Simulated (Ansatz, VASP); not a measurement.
Two plane-wave programs on CdSe

```
CELL_PARAMETERS angstrom
-0.34083 2.78857 3.09841
3.09841 -0.34083 3.09841
2.75759 2.44775 0.00000
ATOMIC_POSITIONS crystal
Cd 0.00000 0.00000 0.00000
Se 0.75000 0.75000 0.75000
```

Change from the starting cell: engineering shear strain xz -0.2200, normal strain along z -0.1000.

Alike in both runs: task single point; functional PBE; k mesh 10 × 10 × 10; occupations gaussian, width 0.05 eV; no spin polarisation.

|  | VASP | Ansatz |
| --- | --- | --- |
| version | VASP 6.6.1 | Ansatz 0.2.0 |
| potentials or method | VASP PAW PBE potentials, release 64 (Cd, Se), cutoff 520 eV | scalar-relativistic, plane waves, PAW |
| valence electrons in the cell | 18 | 36 |

```tsv
	VASP	Ansatz	Ansatz less VASP
gap on the k mesh at the Fermi level (eV)	0.07	0.07	0.000
least direct gap on the mesh (eV)	0.09	0.08	-0.006
pressure (GPa)	11.3	10.7	-0.53
traceless stress, the component that is largest in VASP (GPa)	14.11	13.79	-0.316
rms of the force components (eV/Å)	1.405	1.358	-0.0470
```

Atom by atom the forces differ by 0.047 eV/Å (rms over components). VASP's potentials hold 18 valence electrons a cell and Ansatz's 36, so a difference there can come from the potentials and not from the codes.
